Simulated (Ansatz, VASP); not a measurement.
**One calculation of LiNbO3, two programs**

```xyz
10
Lattice="2.5924 1.4967 4.5628 -2.5924 1.4967 4.5628 0.0000 -2.9934 4.5628" Properties=species:S:1:pos:R:3 pbc="T T T"
Li    0.0000    0.0000    3.6171
Li    0.0000    0.0000   10.4613
Nb    0.0000    0.0000    0.0405
Nb    0.0000    0.0000    6.8847
O    -0.6300   -1.4899    5.5969
O     1.6053    0.1993    5.5969
O    -0.9752    1.2906    5.5969
O     0.6300    1.5036    7.8783
O    -1.6172   -0.2062    7.8783
O     0.9871   -1.2974    7.8783
```

Change from the starting cell: mode 1 (-215.1 1/cm) frozen in, largest displacement +0.195 Å.

Alike in both runs: task single point; functional r2SCAN; k mesh 6 × 6 × 6; occupations gaussian, width 0.05 eV; no spin polarisation.

```csv
,VASP,Ansatz
version,VASP 6.6.1,Ansatz 0.2.0
potentials or method,"VASP PAW PBE potentials, release 64 (Li_sv, Nb_sv, O), cutoff 520 eV","scalar-relativistic, plane waves, PAW"
valence electrons in the cell,68,68
```

VASP gave:

| Quantity | Value |
| --- | --- |
| gap on the k mesh at the Fermi level (eV) | 3.42 |
| least direct gap on the mesh (eV) | 3.50 |
| rms of the force components (eV/Å) | 0.128 |

What did Ansatz give for the same quantities?

gap on the k mesh at the Fermi level (eV): 3.43; least direct gap on the mesh (eV): 3.51; rms of the force components (eV/Å): 0.128.

VASP's potentials were made for PBE, not for r2SCAN. Atom by atom the forces differ by 0.003 eV/Å (rms over components).

Noted on VASP's run: the cutoff is under 1.25 times that of the potentials, so the pressure is a little rough.
